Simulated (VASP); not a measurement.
# InSe (P-1) in VASP: single point with LDA

Aim: the single point of InSe with LDA.

Everything below comes from runs of VASP 6.6.1. Logs are shortened: lines on timing, memory, paths and dates and some standing lists are left out, and cuts for length are marked.

## (1) The cell of the first run

The typed cell holds 4 atoms: a = 6.188 Å, b = 6.188 Å, c = 4.422 Å, α = 109.48°, β = 109.48°, γ = 38.53°.

## (2) Single point, LDA (mode 4 frozen in at -0.109 Å and mode 10 at -0.062 Å (largest displacements))

INCAR

```
SYSTEM = InSe
ALGO     = Normal         ! electronic algorithm
EDIFF    = 1E-6           ! SCF threshold, eV
ENCUT    = 500            ! plane-wave cutoff, eV
GGA      = CA             ! functional
GGA_COMPAT= .False.      
ISIF     = 2              ! what is computed and relaxed
ISMEAR   = 0              ! smearing method
LASPH    = .True.         ! aspherical terms in the spheres
LCHARG   = .False.        ! write CHGCAR
LREAL    = .False.        ! projectors in reciprocal space
LWAVE    = .False.        ! write WAVECAR
NBANDS   = 27             ! bands
NELM     = 120            ! most SCF steps
PREC     = Accurate       ! precision mode
SIGMA    = 0.05           ! smearing width, eV
```

KPOINTS

```
k-points
0
Gamma
  10 10 8
  0 0 0
```

POSCAR

```
InSe
1.0
    5.8416070398     -2.0414726787      0.0210372140
    5.8416070398      2.0414726787      0.0210372140
   -1.5768844412      0.0000000000      4.1316098951
In Se
2 2
Direct
    0.8870231472      0.8752626977     -0.0076171464
    0.1129768528      0.1247373023      1.0076171464
    0.6627871799      0.6321720262      0.6373214648
    0.3372128201      0.3678279738      0.3626785352
```

Potentials or basis: VASP PAW LDA potentials, release 64 (In_d, Se).

Launch:

```bash
$ cat potpaw_LDA.64/In_d/POTCAR potpaw_LDA.64/Se/POTCAR > POTCAR
$ mpirun -np 1 vasp_std > vasp.out
```

OUTCAR:

```text
SYSTEM = InSe
   EDIFF = 1E-6
   ENCUT = 500
   GGA = CA
   ISIF = 2
   ISMEAR = 0
   LASPH = .True.
   LREAL = .False.
   NELM = 120
   PREC = Accurate

 ion  position               nearest neighbor table
   1  0.887  0.875  0.992-   3 2.63   4 2.65   2 2.75   4 2.78   4 3.32   2 3.68   2 3.73
   2  0.113  0.125  0.008-   4 2.63   3 2.65   1 2.75   3 2.78   3 3.32   1 3.68   1 3.73
   3  0.663  0.632  0.637-   1 2.63   2 2.65   2 2.78   2 3.32
   4  0.337  0.368  0.363-   2 2.63   1 2.65   1 2.78   1 3.32

  LATTYP: Found a base centered monoclinic cell.
 ALAT       =    11.6832898401
 B/A-ratio  =     0.3494688066
 C/A-ratio  =     0.3785152280
 COS(beta)  =    -0.3532085479

  Lattice vectors:

 A1 = (   5.8416070398,  -2.0414726787,   0.0210372140)
 A2 = (   5.8416070398,   2.0414726787,   0.0210372140)
 A3 = (  -1.5768844412,   0.0000000000,   4.1316098951)

Analysis of symmetry for initial positions (statically):
=====================================================================
 Subroutine PRICEL returns:
 Original cell was already a primitive cell.

 Routine SETGRP: Setting up the symmetry group for a
 base centered monoclinic supercell.

 Subroutine GETGRP returns: Found  2 space group operations
 (whereof  2 operations were pure point group operations)
 out of a pool of  4 trial point group operations.

The static configuration has the point symmetry S_2 .

Analysis of symmetry for dynamics (positions and initial velocities):
=====================================================================
 Subroutine PRICEL returns:
 Original cell was already a primitive cell.

 Routine SETGRP: Setting up the symmetry group for a
 base centered monoclinic supercell.

 Subroutine GETGRP returns: Found  2 space group operations
 (whereof  2 operations were pure point group operations)
 out of a pool of  4 trial point group operations.

The dynamic configuration has the point symmetry S_2 .

 Subroutine INISYM returns: Found  2 space group operations
 (whereof  2 operations are pure point group operations),
 and found     1 'primitive' translations

----------------------------------------------------------------------------------------

                                     Primitive cell

  volume of cell :      98.6783

  direct lattice vectors                    reciprocal lattice vectors
     5.841607040 -2.041472679  0.021037214     0.085475401 -0.244921230  0.032622836
     5.841607040  2.041472679  0.021037214     0.085475401  0.244921230  0.032622836
    -1.576884441  0.000000000  4.131609895    -0.000870442  0.000000000  0.241704188

  length of vectors
     6.188087432  6.188087432  4.422303118     0.261451148  0.261451148  0.241705755

  position of ions in fractional coordinates (direct lattice)
     0.887023147  0.875262698  0.992382854
     0.112976853  0.124737302  0.007617146
     0.662787180  0.632172026  0.637321465
     0.337212820  0.367827974  0.362678535

  ion indices of the primitive-cell ions
   primitive index   ion index
                 1           1
                 2           2
                 3           3
                 4           4

----------------------------------------------------------------------------------------

 KPOINTS: k-points

Automatic generation of k-mesh.
 Grid dimensions read from file:
 generate k-points for:   10   10    8

 Generating k-lattice:

  Cartesian coordinates                     Fractional coordinates (reciprocal lattice)
     0.008547540 -0.024492123  0.003262284     0.100000000 -0.000000000  0.000000000
     0.008547540  0.024492123  0.003262284    -0.000000000  0.100000000  0.000000000
    -0.000108805  0.000000000  0.030213023     0.000000000  0.000000000  0.125000000

  Length of vectors
     0.026145115  0.026145115  0.030213219

  Shift w.r.t. Gamma in fractional coordinates (k-lattice)
     0.000000000  0.000000000  0.000000000

 Subroutine IBZKPT returns following result:
 ===========================================

 Found    404 irreducible k-points:

 Following reciprocal coordinates:
            Coordinates               Weight
  0.000000  0.000000  0.000000      1.000000
  0.100000  0.000000  0.000000      2.000000
 -0.000000 -0.100000  0.000000      2.000000
  0.200000  0.000000  0.000000      2.000000
 -0.000000 -0.200000  0.000000      2.000000
  0.300000  0.000000  0.000000      2.000000
[... 16 lines left out ...]
 -0.300000  0.100000  0.000000      2.000000
 -0.100000  0.300000  0.000000      2.000000
 [... further k-points ...]
   k-points           NKPTS =    404   k-points in BZ     NKDIM =    404   number of bands    NBANDS=     27
   number of dos      NEDOS =    301   number of ions     NIONS =      4
   total plane-waves  NPLWV =  73728
   dimension x,y,z NGX =    48 NGY =   48 NGZ =   32
   dimension x,y,z NGXF=    96 NGYF=   96 NGZF=   64
   ions per type =               2   2
   NGX,Y,Z   is equivalent  to a cutoff of  12.90, 12.90, 12.03 a.u.
   NGXF,Y,Z  is equivalent  to a cutoff of  25.79, 25.79, 24.06 a.u.
 SYSTEM =  InSe
   PREC   = accura    normal or accurate (medium, high low for compatibility)
   ISTART =      0    job   : 0-new  1-cont  2-samecut
   ICHARG =      2    charge: 1-file 2-atom 10-const
   ISPIN  =      1    spin polarized calculation?
   LNONCOLLINEAR =      F non collinear calculations
   LSORBIT =      F    spin-orbit coupling
   LASPH  =      T    aspherical Exc in radial PAW
   ENCUT  =  500.0 eV  36.75 Ry    6.06 a.u.  11.28 11.28  8.06*2*pi/ulx,y,z
   NELM   =    120;   NELMIN=  2; NELMDL= -5     # of ELM steps
   EDIFF  = 0.1E-05   stopping-criterion for ELM
   LREAL  =      F    real-space projection
   EDIFFG = 0.1E-04   stopping-criterion for IOM
   NSW    =      0    number of steps for IOM
   IBRION =     -1    ionic relax: 0-MD 1-quasi-New 2-CG
   NFREE  =      0    steps in history (QN), initial steepest desc. (CG)
   ISIF   =      2    stress and relaxation
   ISYM   =      2    0-nonsym 1-usesym 2-fastsym
   POTIM  = 0.5000    time-step for ionic-motion
   TEBEG  =    0.0;   TEEND  =   0.0 temperature during run
   PSTRESS=    0.0 pullay stress
   NELECT =      38.0000    total number of electrons
   NUPDOWN=      -1.0000    fix difference up-down
   EMIN   =  10.00;   EMAX   =-10.00  energy-range for DOS
   EFERMI =   0.00;   METHOD = LEGACY
   ISMEAR =     0;   SIGMA  =   0.05  broadening in eV -4-tet -1-fermi 0-gaus
   EFERMI_NEDOS =   21; number of points for ismear=-14 and -15
   IALGO  =     38    algorithm
   IMIX   =      4    mixing-type and parameters
     AMIX     =   0.40;   BMIX     =  1.00
     AMIX_MAG =   1.60;   BMIX_MAG =  1.00
  volume/ion in A,a.u.               =      24.67       166.48
  Fermi-wavevector in a.u.,A,eV,Ry     =   1.191047  2.250752 19.301119  1.418592
  Thomas-Fermi vector in A             =   2.327117
   LORBIT       =      0    0 simple, 1 ext, 2 COOP (PROOUT), +10 PAW based schemes
   GGA     = CA    functional components
   LHFCALC =     F    Hartree Fock is set to
   AEXX    =    0.0000 exact exchange contribution
   IVDW    =     0    specifies the selected vdW correction
   LEPSILON=     F    determine dielectric tensor
   LRPA    =     F    only Hartree local field effects (RPA)
 non-spin polarized calculation
 Gauss-broadening in eV      SIGMA  =   0.05
  energy-cutoff  :      500.00
  volume of cell :       98.68
 maximum number of plane-waves:      2535
 NGX is ok and might be reduce to    48
   NGX = 23   NGY = 23   NGZ = 17

 number of electron      38.0000007 magnetization

 Free energy of the ion-electron system (eV)
  ---------------------------------------------------
  ext. energy  EPLUGINS =         0.00000000
  ---------------------------------------------------
  free energy    TOTEN  =       -16.60763083 eV

  energy without entropy =      -16.60763081  energy(sigma->0) =      -16.60763082

 E-fermi :   5.6905     XC(G=0): -10.1580

 val. band max:        5.5392566188   @ k =  -0.2000  -0.2000   0.3750
 cond. band min:       5.8379075672   @ k =   0.4000   0.4000   0.0000
 fundamental gap:      0.2986509484
 Fermi energy:         5.6904583424

 k-point     1 :       0.0000    0.0000    0.0000
  band No.  band energies     occupation
      1      -9.2907      2.00000
      2      -9.2169      2.00000
      3      -8.9192      2.00000
      4      -8.9121      2.00000
      5      -8.8969      2.00000
      6      -8.8792      2.00000
[... 19 lines left out ...]
     26      12.7569      0.00000
     27      14.1571      0.00000

 k-point     2 :       0.1000    0.0000    0.0000
  band No.  band energies     occupation
      1      -9.2933      2.00000
      2      -9.2113      2.00000
      3      -8.9541      2.00000
      4      -8.9146      2.00000
      5      -8.9012      2.00000
      6      -8.8675      2.00000
[... 19 lines left out ...]
     26      12.7710      0.00000
     27      13.9250      0.00000

 k-point     3 :      -0.0000   -0.1000    0.0000
  band No.  band energies     occupation
      1      -9.2949      2.00000
      2      -9.2049      2.00000
      3      -8.9667      2.00000
      4      -8.9053      2.00000
      5      -8.8988      2.00000
      6      -8.8664      2.00000
[... 19 lines left out ...]
     26      12.7133      0.00000
     27      13.9070      0.00000

 k-point     4 :       0.2000    0.0000    0.0000
  band No.  band energies     occupation
      1      -9.2966      2.00000
      2      -9.2064      2.00000
      3      -9.0039      2.00000
      4      -8.9382      2.00000
      5      -8.8898      2.00000
      6      -8.8713      2.00000
[... 19 lines left out ...]
     26      12.5247      0.00000
     27      13.2025      0.00000

 k-point     5 :      -0.0000   -0.2000    0.0000
  band No.  band energies     occupation
      1      -9.3009      2.00000
      2      -9.1842      2.00000
      3      -9.0256      2.00000
      4      -8.9223      2.00000
      5      -8.8904      2.00000
      6      -8.8776      2.00000
[... 19 lines left out ...]
     26      12.3686      0.00000
     27      13.1958      0.00000

 k-point     6 :       0.3000    0.0000    0.0000
  band No.  band energies     occupation
      1      -9.2961      2.00000
      2      -9.2186      2.00000
      3      -9.0254      2.00000
      4      -8.9628      2.00000
      5      -8.8852      2.00000
      6      -8.8739      2.00000
[... 444 lines left out ...]
      1      -9.3098      2.00000
      2      -9.2220      2.00000
      3      -9.0298      2.00000
      4      -8.9781      2.00000
      5      -8.9038      2.00000
      6      -8.8576      2.00000
[... 19 lines left out ...]
     26      12.9604      0.00000
     27      13.4221      0.00000

 k-point    22 :      -0.1000    0.4000    0.0000
  band No.  band energies     occupation
      1      -9.3151      2.00000
      2      -9.1903      2.00000
      3      -9.0307      2.00000
      4      -8.9799      2.00000
      5      -8.9124      2.00000
      6      -8.8545      2.00000
[... 19 lines left out ...]
     26      13.0566      0.00000
     27      13.5059      0.00000

 k-point    23 :      -0.3000    0.1000    0.0000
  band No.  band energies     occupation
      1      -9.2827      2.00000
      2      -9.2388      2.00000
      3      -9.0445      2.00000
      4      -8.9616      2.00000
      5      -8.9020      2.00000
      6      -8.8621      2.00000
[... 19 lines left out ...]
     26      13.4031      0.00000
     27      13.6816      0.00000

 k-point    24 :      -0.1000    0.3000    0.0000
  band No.  band energies     occupation
      1      -9.2966      2.00000
      2      -9.2024      2.00000
      3      -9.0542      2.00000
      4      -8.9574      2.00000
      5      -8.9087      2.00000
      6      -8.8598      2.00000
[... 19 lines left out ...]
     26      13.4428      0.00000
     27      13.7686      0.00000

 [... further k-points ...]

------------------------ aborting loop because EDIFF is reached ----------------------------------------

  FORCE on cell =-STRESS in cart. coord.  units (eV):
  Direction    XX          YY          ZZ          XY          YZ          ZX
  --------------------------------------------------------------------------------------
  -------------------------------------------------------------------------------------
  Total        0.5200407      0.0906208     -0.1389169      0.3403997     -1.0481867      0.0893115
  in kB        8.4435712      1.4713528     -2.2555054      5.5268544    -17.0187434      1.4500936
  external PRESSURE =       2.5531395 kB  Pullay stress =       0.0000000 kB

 VOLUME and BASIS-vectors are now :
 -----------------------------------------------------------------------------
  energy-cutoff  :      500.00
  volume of cell :       98.68
      direct lattice vectors                 reciprocal lattice vectors
     5.841607040 -2.041472679  0.021037214     0.085475401 -0.244921230  0.032622836
     5.841607040  2.041472679  0.021037214     0.085475401  0.244921230  0.032622836
    -1.576884441  0.000000000  4.131609895    -0.000870442  0.000000000  0.241704188

 POSITION                                       TOTAL-FORCE (eV/Angst)
 -----------------------------------------------------------------------------------
      8.72971     -0.02401      4.13721         0.082747      0.226970      0.043953
      1.37662      0.02401      0.03647        -0.082747     -0.226970     -0.043953
      6.55966     -0.06250      2.66041         0.071370      0.441426     -0.077875
      3.54667      0.06250      1.51328        -0.071370     -0.441426      0.077875
 -----------------------------------------------------------------------------------
    total drift:                               -0.000000     -0.000000      0.000000

  FREE ENERGIE OF THE ION-ELECTRON SYSTEM (eV)
  ---------------------------------------------------
  free  energy   TOTEN  =       -16.6076308292 eV

  energy  without entropy=      -16.6076308053  energy(sigma->0) =      -16.60763082
```

It took 20 min on 1 thread of Intel Xeon 6975P-C, shared host; peak memory 0.89 GiB.

What came out:

```yaml
Free_energy: -16.6076 eV
Pressure: 0.3 GPa
Largest_force: 0.454 eV/Å
Band_gap_on_the_k_mesh: 0.30 eV, indirect (least direct gap 0.99 eV)
```

Forces in eV/Å, atoms in the order of the input:
```
In   0.083  0.227  0.044
In  -0.083 -0.227 -0.044
Se   0.071  0.441 -0.078
Se  -0.071 -0.441  0.078
```

Caveat: the cell differs from its parent crystal (mode 4 frozen in at -0.109 Å and mode 10 at -0.062 Å (largest displacements)); spin-orbit coupling is left out, which moves the levels of the heavy elements. A k mesh can miss the band edges.
